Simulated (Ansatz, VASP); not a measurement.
Two plane-wave programs on SnO

```
Sn O
1.0
     2.69046   -2.69048    0.00000
     2.69046    2.69048    0.00000
     0.00000    0.00000    9.49482
Sn O
4 4
Direct
  0.99919 0.00081 0.99986
  0.00081 0.99919 0.49986
  0.50081 0.49919 0.25714
  0.49919 0.50081 0.75714
  0.00078 0.49922 0.37850
  0.99922 0.50078 0.87850
  0.50078 0.99922 0.37850
  0.49922 0.00078 0.87850
```

Alike in both runs: functional PBEsol; k mesh 10 × 10 × 4; occupations gaussian, width 0.1 eV; no spin polarisation.

Ansatz relaxed the structure, and its values are those at the end. VASP's run is a single point on that final structure, the one shown.

|  | VASP | Ansatz |
| --- | --- | --- |
| version | VASP 6.6.1 | Ansatz 0.2.0 |
| potentials or method | VASP PAW PBE potentials, release 64 (Sn_d, O), cutoff 520 eV | scalar-relativistic, plane waves, PAW |
| valence electrons in the cell | 80 | 80 |

```tsv
	VASP	Ansatz	Ansatz less VASP
gap on the k mesh at the Fermi level (eV)	none	none	-
pressure (GPa)	0.3	0.0	-0.24
rms of the force components (eV/Å)	0.035	0.002	-0.0331
```

VASP's potentials were made for PBE, not for PBEsol. A gap of «none» marks a metal or a gap that the smearing closes.
